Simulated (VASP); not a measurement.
TiC, 2 atoms in the cell. It takes space group Fm-3m (No. 225, cubic). The conventional cell has a = 4.420 Å, b = 4.420 Å, c = 4.420 Å, α = 90.00°, β = 90.00°, γ = 90.00°. Ti (site symmetry m-3m) has 6 C at 2.21 Å within 2.9 Å. Within 2.9 Å of C (site symmetry m-3m) lie 6 Ti at 2.21 Å. 

```yaml
Program: VASP 6.6.1
Task: single point
Functional: HSE06
Potentials_or_basis: VASP PAW PBE potentials, release 64 (Ti_sv, C)
Cutoff: 520 eV
k_mesh: 6 × 6 × 6
Occupations: gaussian, width 0.05 eV
Spin: no spin polarisation
Dipole_correction: no
Grid_for_exact_exchange_PRECFOCK: Normal
Further_INCAR_settings: ALGO = Normal; EDIFF = 1e-07; NBANDS = 15
Share_of_exact_exchange: 0.25
Screening_parameter: 0.2079 1/Å
```

Potentials or basis: VASP PAW PBE potentials, release 64 (Ti_sv, C).

Launch:

```sh
$ cat potpaw_PBE.64/Ti_sv/POTCAR potpaw_PBE.64/C/POTCAR > POTCAR
$ cp INCAR.step1 INCAR
$ mpirun -np 1 vasp_std > vasp.out
$ cp INCAR.step2 INCAR
$ mpirun -np 1 vasp_std > vasp.out
```

Hardware: 1 thread of AMD EPYC 7R43 64-Core Processor (Zen 3), on a shared host.

Problem. Estimate the wall time of this run.

Solution. It took 27 min on 1 thread of AMD EPYC 7R43 64-Core Processor (Zen 3), with other jobs on the host, peak memory 0.21 GiB. Counts: k points 16.
